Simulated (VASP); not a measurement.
Runs of VASP 6.6.1 on KMgF3. The structure is that of space group P4/mmm (No. 123), or close to it. The cells are those of the table. 

```tsv
cell	gap on the mesh (eV)	pressure (GPa)
a = 3.551, b = 3.551, c = 5.021 Å, 5 atoms	6.46	14.0
a = 3.751, b = 3.751, c = 4.501 Å, 5 atoms	6.90	3.8
a = 3.482, b = 3.482, c = 5.223 Å, 5 atoms	6.24	19.4
a = 4.330, b = 4.330, c = 3.377 Å, 5 atoms	7.01	8.6
a = 3.652, b = 3.652, c = 4.748 Å, 5 atoms	6.72	7.9
a = 4.474, b = 4.474, c = 3.163 Å, 5 atoms	6.65	18.3
a = 3.861, b = 3.861, c = 4.247 Å, 5 atoms	7.04	1.0
a = 4.098, b = 4.098, c = 3.770 Å, 5 atoms	7.09	(a)
a = 4.601, b = 4.601, c = 2.991 Å, 5 atoms	(b)	30.7
a = 4.208, b = 4.208, c = 3.577 Å, 5 atoms	7.05	3.4
```

Alike in all rows: task single point; level PBEsol; potentials or basis VASP PAW PBE potentials, release 64 (K_sv, Mg, F); no spin polarisation; k mesh 6 × 6 × 6; cutoff (eV) 520; smearing gaussian 0.05 eV.

Question: Fill in the values left out.

Answer: (a) 0.8; (b) 6.17.

Caveats: the PAW data sets were made with another functional, which shifts forces and pressure a little; the stress differs along the axes, from -7 to 25 GPa (at least some runs); the stress differs along the axes, from -7 to 9 GPa (at least some runs); the stress differs along the axes, from -7 to 32 GPa (at least some runs); the stress differs along the axes, from -5 to 37 GPa (at least some runs); the stress differs along the axes, from -7 to 16 GPa (at least some runs); the stress differs along the axes, from -7 to 69 GPa (at least some runs).

A k mesh can miss the band edges.
